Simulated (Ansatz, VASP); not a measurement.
**C in VASP and in Ansatz**

The input POSCAR:

```
C
1.0
    0.0000000000      1.7951807415      1.7951807415
    1.7951807415      0.0000000000      1.7951807415
    1.7951807415      1.7951807415      0.0000000000
C
2
Direct
    0.7500000000      0.7500000000      0.7500000000
    0.5000000000      0.5000000000      0.5000000000
```

The input INCAR.step1:

```
SYSTEM = C
PREC = Accurate ; ENCUT = 520
EDIFF = 1E-5 ; ISMEAR = -1
SIGMA = 0.05 ; LREAL = .False.
LASPH = .True. ; NELM = 60
ALGO = Normal ; ISIF = 2
LWAVE = .True. ; NBANDS = 11
GGA = PE
```

The input INCAR.step2:

```
SYSTEM = C
PREC = Accurate ; ENCUT = 520
EDIFF = 1E-6 ; ISMEAR = -1
SIGMA = 0.05 ; LREAL = .False.
LASPH = .True. ; NELM = 60
ALGO = Normal ; ISIF = 2
LWAVE = .False. ; LCHARG = .True.
GGA = PS ; LHFCALC = .True.
AEXX = 0.25 ; PRECFOCK = Normal
LELF = .True. ; LVHAR = .True.
NBANDS = 11 ; ISTART = 1
```

File KPOINTS:

```
Automatic mesh
0
Gamma
  7 7 7
  0 0 0
```

Contents of input.yaml:

```yaml
crystal:
  lattice:
    - [0.0, 1.7951807415, 1.7951807415]
    - [1.7951807415, 0.0, 1.7951807415]
    - [1.7951807415, 1.7951807415, 0.0]
  atoms:
    - { symbol: C, position: [0.75, 0.75, 0.75] }
    - { symbol: C, position: [0.5, 0.5, 0.5] }
hamiltonian:
  xc: { exchange: pbesol, correlation: pbesol, exx: { coeff: 0.25 } }
  pseudopotentials: { kind: paw }
kpoints:
  mp_grid: { grid: [7, 7, 7] }
scf:
  occupations: { method: fermi_dirac, width: 0.05 }
output:
  forces: true
  stress: true
  eigenvalues: true
```

Alike in both runs: task single point; functional PBEsol-based global hybrid with a share of 0.25 of exact exchange; k mesh 7 × 7 × 7; occupations fermi-dirac, width 0.05 eV; no spin polarisation.

```csv
,VASP,Ansatz
version,VASP 6.6.1,Ansatz 0.2.0
potentials or method,"VASP PAW PBE potentials, release 64 (C)",Ansatz PAW
plane-wave cutoff (eV),520,420
valence electrons in the cell,8,8
```

Ansatz gave:

| Property | Result |
| --- | --- |
| gap on the k mesh at the Fermi level (eV) | 6.02 |
| least direct gap on the mesh (eV) | 7.61 |
| pressure (GPa) | -21.0 |

Question: What did VASP give for the same quantities?

Answer: gap on the k mesh at the Fermi level (eV): 6.03; least direct gap on the mesh (eV): 7.63; pressure (GPa): -20.1.

VASP's potentials were made for PBE, not for PBEsol-based global hybrid. The functional is the same, so the differences come from potentials, cutoffs and numerics.

The k mesh is coarse, so the values compare programs but aren't converged. Noted on Ansatz's run: odd divisions of the mesh miss points on the zone boundary, where band edges often lie, so the gap on the mesh can be too wide.
